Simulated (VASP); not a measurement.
A run of VASP 6.6.1:

The input INCAR:

```
SYSTEM = Re
PREC = Accurate
ENCUT = 520
EDIFF = 1E-6
ISMEAR = -1
SIGMA = 0.05
LREAL = .False.
LASPH = .True.
NELM = 60
ALGO = Normal
ISIF = 2
LWAVE = .False.
LCHARG = .True.
GGA = PS
IVDW = 13
LELF = .True.
LVHAR = .True.
NBANDS = 22
```

The input KPOINTS:

```
regular mesh
0
Gamma
  11 11 3
  0 0 0
```

The input POSCAR:

```
Re
1.0
    2.7397700052      0.0000000000      0.0000000000
   -1.3698850026      2.3727104250      0.0000000000
    0.0000000000      0.0000000000      8.8568612072
Re
4
Direct
    0.6666666667      0.3333333333      0.7500000000
    0.0000000000      0.0000000000      0.5000000000
    0.3333333333      0.6666666667      0.2500000000
    0.0000000000      0.0000000000      0.0000000000
```

Potentials or basis: VASP PAW PBE potentials, release 64 (Re).

Command:

```console
$ cat potpaw_PBE.64/Re/POTCAR > POTCAR
$ mpirun -np 1 vasp_std > vasp.out
```

Hardware: 1 thread of Intel(R) Xeon(R) Platinum 8559C (Emerald Rapids) (shared host).

**Question.** Estimate the wall time of this run.

**Answer.** Wall time 34 s on 1 thread of Intel(R) Xeon(R) Platinum 8559C (Emerald Rapids) (shared host), peak memory 0.18 GiB. Counts: scf iterations 13, k points 32.
